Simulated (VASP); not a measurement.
Runs of VASP 6.6.1 on SiAs3. The structure is that of space group F-43m (No. 216), or close to it. The cells are those of the table. 

```csv
task,cell,k mesh,cutoff (eV),gap on the mesh (eV),pressure (GPa),largest force (eV/Å)
single point,"a = 6.185 Å, angles 60.0°, 8 atoms",4 × 4 × 4,520,none,5.4,1.52
single point,"a = 6.334 Å, angles 60.0°, 8 atoms",4 × 4 × 4,520,none,0.1,(a)
single point,"a = 6.322 Å, angles 60.0°, 8 atoms",8 × 8 × 8,520,none,0.1,-
relaxation of cell and atoms,"relaxed from a = 6.185 Å, angles 60.0°, 8 atoms",4 × 4 × 4,600,none,0.0,0.02
```

Alike in all rows: level PBE; potentials or basis VASP PAW PBE potentials, release 64 (Si, As); no spin polarisation; smearing gaussian 0.1 eV.

Problem. Fill in the values left out.

Solution. (a) 0.01.

Caveats: forces of over 1 eV/Å act on the atoms, so gaps and moduli don't describe the material at rest (some runs).

A k mesh can miss the band edges, and the runs leave out spin-orbit coupling on As.

A gap of «none» marks levels without a gap at the run's occupations.
